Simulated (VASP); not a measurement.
Runs of VASP 6.6.1 on NaCl. The structure is that of space group I4/mmm (No. 139), or close to it. The cells are those of the table. 

```tsv
cell	gap on the mesh (eV)	pressure (GPa)
a = 3.979, b = 3.979, c = 4.060 Å, angles 59.3, 59.3, 61.3°, 2 atoms	5.05	0.5
a = 4.255, b = 4.255, c = 3.669 Å, angles 64.5, 64.5, 51.1°, 2 atoms	(a)	4.2
a = 4.078, b = 4.078, c = 3.879 Å, angles 61.6, 61.6, 56.8°, 2 atoms	5.04	(b)
a = 4.369, b = 4.369, c = 3.568 Å, angles 65.9, 65.9, 48.2°, 2 atoms	5.08	6.9
a = 3.901, b = 3.901, c = 4.350 Å, angles 56.1, 56.1, 67.8°, 2 atoms	(c)	5.2
```

Alike in all rows: task single point; level PBE; potentials or basis VASP PAW PBE potentials, release 64 (Na_pv, Cl); no spin polarisation; k mesh 8 × 8 × 8; cutoff (eV) 520; smearing gaussian 0.05 eV.

Problem. Fill in the values left out.

Solution. (a) 5.11; (b) 0.9; (c) 5.02.

Caveats: the cell stands under pressure (at least some runs).

A k mesh can miss the band edges.
